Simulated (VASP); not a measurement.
# InSb2 (P4/mmm) in VASP: single point with PBE

Aim: the single point of InSb2 with PBE.

Everything below comes from runs of VASP 6.6.1. Logs are shortened: lines on timing, memory, paths and dates and some standing lists are left out, and cuts for length are marked.

**1. The cell of the first run**

It takes space group P4/mmm (No. 123, tetragonal). The conventional cell has a = 4.806 Å, b = 4.806 Å, c = 4.806 Å, α = 90.00°, β = 90.00°, γ = 90.00°. In (site symmetry 4/mmm) has 8 Sb at 3.40 Å within 4.5 Å. Within 4.5 Å of Sb (site symmetry mmm) lie 4 In at 3.40 Å and 4 Sb at 3.40 Å.

**2. Single point, PBE**

Contents of INCAR:

```
PREC     = Accurate       # precision mode
ENCUT    = 520            # plane-wave cutoff, eV
EDIFF    = 1E-6           # SCF threshold, eV
ISMEAR   = 0              # smearing method
SIGMA    = 0.1            # smearing width, eV
LREAL    = F              # projectors in reciprocal space
LASPH    = T              # aspherical terms in the spheres
NELM     = 80             # most SCF steps
ALGO     = Normal         # electronic algorithm
ISIF     = 2              # what is computed and relaxed
LWAVE    = F              # write WAVECAR
LCHARG   = F              # write CHGCAR
GGA      = PE             # functional
NBANDS   = 18             # bands
```

Contents of KPOINTS:

```
regular mesh
0
Gamma
  6 6 6
```

Contents of POSCAR:

```
InSb2
1.0
    4.8063670000      0.0000000000      0.0000000000
    0.0000000000      4.8063670000      0.0000000000
    0.0000000000      0.0000000000      4.8063670000
In Sb
1 2
Direct
    0.0000000000      0.0000000000      0.0000000000
    0.5000000000      0.0000000000      0.5000000000
    0.5000000000      0.5000000000      0.0000000000
```

Potentials or basis: VASP PAW PBE potentials, release 64 (In_d, Sb).

The run is started by

```console
cat potpaw_PBE.64/In_d/POTCAR potpaw_PBE.64/Sb/POTCAR > POTCAR
mpirun -np 1 vasp_std > vasp.out
```

OUTCAR:

```text
PREC = Accurate
   ENCUT = 520
   EDIFF = 1E-6
   ISMEAR = 0
   LREAL = F
   LASPH = T
   NELM = 80
   ISIF = 2
   GGA = PE

 ion  position               nearest neighbor table
   1  0.000  0.000  0.000-   2 3.40   3 3.40   2 3.40   3 3.40   2 3.40   3 3.40   2 3.40   3 3.40

   2  0.500  0.000  0.500-   1 3.40   3 3.40   1 3.40   3 3.40   3 3.40   3 3.40   1 3.40   1 3.40

   3  0.500  0.500  0.000-   1 3.40   2 3.40   2 3.40   1 3.40   2 3.40   2 3.40   1 3.40   1 3.40

  LATTYP: Found a simple cubic cell.
 ALAT       =     4.8063670000

  Lattice vectors:

 A1 = (   4.8063670000,   0.0000000000,   0.0000000000)
 A2 = (   0.0000000000,   4.8063670000,   0.0000000000)
 A3 = (   0.0000000000,   0.0000000000,   4.8063670000)

Analysis of symmetry for initial positions (statically):
=====================================================================
 Subroutine PRICEL returns:
 Original cell was already a primitive cell.

 Routine SETGRP: Setting up the symmetry group for a
 simple cubic supercell.

 Subroutine GETGRP returns: Found 16 space group operations
 (whereof 16 operations were pure point group operations)
 out of a pool of 48 trial point group operations.

The static configuration has the point symmetry D_4h.

Analysis of symmetry for dynamics (positions and initial velocities):
=====================================================================
 Subroutine PRICEL returns:
 Original cell was already a primitive cell.

 Routine SETGRP: Setting up the symmetry group for a
 simple cubic supercell.

 Subroutine GETGRP returns: Found 16 space group operations
 (whereof 16 operations were pure point group operations)
 out of a pool of 48 trial point group operations.

The dynamic configuration has the point symmetry D_4h.

 Subroutine INISYM returns: Found 16 space group operations
 (whereof 16 operations are pure point group operations),
 and found     1 'primitive' translations

----------------------------------------------------------------------------------------

                                     Primitive cell

  volume of cell :     111.0327

  direct lattice vectors                    reciprocal lattice vectors
     4.806367000  0.000000000  0.000000000     0.208057354  0.000000000  0.000000000
     0.000000000  4.806367000  0.000000000     0.000000000  0.208057354  0.000000000
     0.000000000  0.000000000  4.806367000     0.000000000  0.000000000  0.208057354

  length of vectors
     4.806367000  4.806367000  4.806367000     0.208057354  0.208057354  0.208057354

  position of ions in fractional coordinates (direct lattice)
     0.000000000  0.000000000  0.000000000
     0.500000000  0.000000000  0.500000000
     0.500000000  0.500000000  0.000000000

  ion indices of the primitive-cell ions
   primitive index   ion index
                 1           1
                 2           2
                 3           3

----------------------------------------------------------------------------------------

 KPOINTS: regular mesh

Automatic generation of k-mesh.
 Grid dimensions read from file:
 generate k-points for:    6    6    6

 Generating k-lattice:

  Cartesian coordinates                     Fractional coordinates (reciprocal lattice)
     0.034676226  0.000000000  0.000000000     0.166666667  0.000000000  0.000000000
     0.000000000  0.034676226  0.000000000     0.000000000  0.166666667  0.000000000
     0.000000000  0.000000000  0.034676226     0.000000000  0.000000000  0.166666667

  Length of vectors
     0.034676226  0.034676226  0.034676226

  Shift w.r.t. Gamma in fractional coordinates (k-lattice)
     0.000000000  0.000000000  0.000000000

 Subroutine IBZKPT returns following result:
 ===========================================

 Found     40 irreducible k-points:

 Following reciprocal coordinates:
            Coordinates               Weight
  0.000000  0.000000  0.000000      1.000000
  0.166667  0.000000  0.000000      2.000000
  0.000000  0.166667  0.000000      4.000000
  0.333333  0.000000  0.000000      2.000000
  0.000000  0.333333  0.000000      4.000000
  0.500000  0.000000  0.000000      1.000000
[... 16 lines left out ...]
  0.166667  0.166667  0.166667      8.000000
  0.333333  0.166667  0.166667      8.000000
 [... further k-points ...]
   k-points           NKPTS =     40   k-points in BZ     NKDIM =     40   number of bands    NBANDS=     18
   number of dos      NEDOS =    301   number of ions     NIONS =      3
   total plane-waves  NPLWV =  46656
   dimension x,y,z NGX =    36 NGY =   36 NGZ =   36
   dimension x,y,z NGXF=    72 NGYF=   72 NGZF=   72
   ions per type =               1   2
   NGX,Y,Z   is equivalent  to a cutoff of  12.45, 12.45, 12.45 a.u.
   NGXF,Y,Z  is equivalent  to a cutoff of  24.90, 24.90, 24.90 a.u.
 SYSTEM =  unknown system
   PREC   = accura    normal or accurate (medium, high low for compatibility)
   ISTART =      0    job   : 0-new  1-cont  2-samecut
   ICHARG =      2    charge: 1-file 2-atom 10-const
   ISPIN  =      1    spin polarized calculation?
   LNONCOLLINEAR =      F non collinear calculations
   LSORBIT =      F    spin-orbit coupling
   LASPH  =      T    aspherical Exc in radial PAW
   ENCUT  =  520.0 eV  38.22 Ry    6.18 a.u.   8.94  8.94  8.94*2*pi/ulx,y,z
   NELM   =     80;   NELMIN=  2; NELMDL= -5     # of ELM steps
   EDIFF  = 0.1E-05   stopping-criterion for ELM
   LREAL  =      F    real-space projection
   EDIFFG = 0.1E-04   stopping-criterion for IOM
   NSW    =      0    number of steps for IOM
   IBRION =     -1    ionic relax: 0-MD 1-quasi-New 2-CG
   NFREE  =      0    steps in history (QN), initial steepest desc. (CG)
   ISIF   =      2    stress and relaxation
   ISYM   =      2    0-nonsym 1-usesym 2-fastsym
   POTIM  = 0.5000    time-step for ionic-motion
   TEBEG  =    0.0;   TEEND  =   0.0 temperature during run
   PSTRESS=    0.0 pullay stress
   NELECT =      23.0000    total number of electrons
   NUPDOWN=      -1.0000    fix difference up-down
   EMIN   =  10.00;   EMAX   =-10.00  energy-range for DOS
   EFERMI =   0.00;   METHOD = LEGACY
   ISMEAR =     0;   SIGMA  =   0.10  broadening in eV -4-tet -1-fermi 0-gaus
   EFERMI_NEDOS =   21; number of points for ismear=-14 and -15
   IALGO  =     38    algorithm
   IMIX   =      4    mixing-type and parameters
     AMIX     =   0.40;   BMIX     =  1.00
     AMIX_MAG =   1.60;   BMIX_MAG =  1.00
  volume/ion in A,a.u.               =      37.01       249.76
  Fermi-wavevector in a.u.,A,eV,Ry     =   0.968651  1.830484 12.766130  0.938284
  Thomas-Fermi vector in A             =   2.098638
   LORBIT       =      0    0 simple, 1 ext, 2 COOP (PROOUT), +10 PAW based schemes
   GGA     = PE    functional components
   LHFCALC =     F    Hartree Fock is set to
   AEXX    =    0.0000 exact exchange contribution
   IVDW    =     0    specifies the selected vdW correction
   LEPSILON=     F    determine dielectric tensor
   LRPA    =     F    only Hartree local field effects (RPA)
 non-spin polarized calculation
 Gauss-broadening in eV      SIGMA  =   0.10
  energy-cutoff  :      520.00
  volume of cell :      111.03
 maximum number of plane-waves:      3028
 NGX is ok and might be reduce to    36
   NGX = 17   NGY = 17   NGZ = 17

 number of electron      23.0000009 magnetization

 Free energy of the ion-electron system (eV)
  ---------------------------------------------------
  ext. energy  EPLUGINS =         0.00000000
  ---------------------------------------------------
  free energy    TOTEN  =       -10.11163341 eV

  energy without entropy =      -10.09969632  energy(sigma->0) =      -10.10566487

 E-fermi :   4.4979     XC(G=0):  -8.5964

 val. band max:        4.4604876690   @ k =   0.1667   0.3333   0.1667
 cond. band min:       4.5471395539   @ k =   0.0000   0.5000   0.5000
 fundamental gap:      0.0866518849
 Fermi energy:         4.4978542490

 k-point     1 :       0.0000    0.0000    0.0000
  band No.  band energies     occupation
      1      -9.8247      2.00000
      2      -9.8163      2.00000
      3      -9.8103      2.00000
      4      -9.8103      2.00000
      5      -9.7960      2.00000
      6      -6.1137      2.00000
[... 10 lines left out ...]
     17       9.3620      0.00000
     18      10.3150      0.00000

 k-point     2 :       0.1667    0.0000    0.0000
  band No.  band energies     occupation
      1      -9.8236      2.00000
      2      -9.8130      2.00000
      3      -9.8130      2.00000
      4      -9.8112      2.00000
      5      -9.7960      2.00000
      6      -6.0325      2.00000
[... 10 lines left out ...]
     17       8.3913      0.00000
     18       9.4117      0.00000

 k-point     3 :       0.0000    0.1667    0.0000
  band No.  band energies     occupation
      1      -9.8219      2.00000
      2      -9.8154      2.00000
      3      -9.8126      2.00000
      4      -9.8103      2.00000
      5      -9.7969      2.00000
      6      -5.9562      2.00000
[... 10 lines left out ...]
     17       9.4046      0.00000
     18       9.5907      0.00000

 k-point     4 :       0.3333    0.0000    0.0000
  band No.  band energies     occupation
      1      -9.8212      2.00000
      2      -9.8183      2.00000
      3      -9.8183      2.00000
      4      -9.8012      2.00000
      5      -9.7959      2.00000
      6      -5.8486      2.00000
[... 375 lines left out ...]
      4      -9.8030      2.00000
      5      -9.8004      2.00000
      6      -4.2549      2.00000
[... 10 lines left out ...]
     17       8.7168      0.00000
     18      10.2616      0.00000

 k-point    23 :       0.1667    0.1667    0.1667
  band No.  band energies     occupation
      1      -9.8183      2.00000
      2      -9.8162      2.00000
      3      -9.8152      2.00000
      4      -9.8093      2.00000
      5      -9.7975      2.00000
      6      -5.7197      2.00000
[... 10 lines left out ...]
     17       8.7139      0.00000
     18      10.2828      0.00000

 k-point    24 :       0.3333    0.1667    0.1667
  band No.  band energies     occupation
      1      -9.8228      2.00000
      2      -9.8222      2.00000
      3      -9.8156      2.00000
      4      -9.7996      2.00000
      5      -9.7973      2.00000
      6      -5.5331      2.00000
[... 10 lines left out ...]
     17       8.8627      0.00000
     18      10.3857      0.00000

 [... further k-points ...]
[... 5 lines left out ...]
  --------------------------------------------------------------------------------------
  -------------------------------------------------------------------------------------
  Total       -1.8969906     -3.8944089     -3.8944089      0.0000000      0.0000000     -0.0000000
  in kB      -27.3731624    -56.1954749    -56.1954749      0.0000000      0.0000000     -0.0000000
  external PRESSURE =     -46.5880374 kB  Pullay stress =       0.0000000 kB

 VOLUME and BASIS-vectors are now :
 -----------------------------------------------------------------------------
  energy-cutoff  :      520.00
  volume of cell :      111.03
      direct lattice vectors                 reciprocal lattice vectors
     4.806367000  0.000000000  0.000000000     0.208057354  0.000000000  0.000000000
     0.000000000  4.806367000  0.000000000     0.000000000  0.208057354  0.000000000
     0.000000000  0.000000000  4.806367000     0.000000000  0.000000000  0.208057354

 POSITION                                       TOTAL-FORCE (eV/Angst)
 -----------------------------------------------------------------------------------
      0.00000      0.00000      0.00000         0.000000      0.000000      0.000000
      2.40318      0.00000      2.40318         0.000000      0.000000      0.000000
      2.40318      2.40318      0.00000         0.000000      0.000000      0.000000
 -----------------------------------------------------------------------------------
    total drift:                               -0.000000     -0.000000     -0.000000

  FREE ENERGIE OF THE ION-ELECTRON SYSTEM (eV)
  ---------------------------------------------------
  free  energy   TOTEN  =       -10.1116334131 eV

  energy  without entropy=      -10.0996963222  energy(sigma->0) =      -10.10566487
```

Wall time 43 s (1 thread of Intel Xeon 6975P-C, shared host); peak memory 0.25 GiB.

What came out:

| Quantity | Value |
| --- | --- |
| Free energy | -10.1116 eV |
| Pressure | -4.7 GPa |

Levels at points of the mesh, in eV from the Fermi level:
| k point | band 9 | band 10 | band 11 | band 12 | band 13 | band 14 |
| --- | --- | --- | --- | --- | --- | --- |
| (0.00, 0.00, 0.00) | -2.74 | -2.74 | -2.34 | 1.29 | 2.36 | 2.36 |
| (0.50, 0.00, 0.00) | -2.18 | -2.18 | 0.11 | 1.68 | 1.75 | 1.88 |
| (0.00, 0.50, 0.00) | -1.48 | -1.21 | -0.48 | -0.29 | -0.29 | 0.60 |
| (0.50, 0.50, 0.00) | -2.73 | -1.28 | -0.68 | -0.31 | -0.05 | 1.27 |
| (0.00, 0.50, 0.50) | -3.56 | -0.07 | -0.07 | 0.05 | 1.57 | 2.15 |
| (0.50, 0.50, 0.50) | -4.09 | -3.35 | -2.42 | -2.42 | 2.84 | 3.90 |

Caveat: spin-orbit coupling is left out, which moves the levels of the heavy elements.
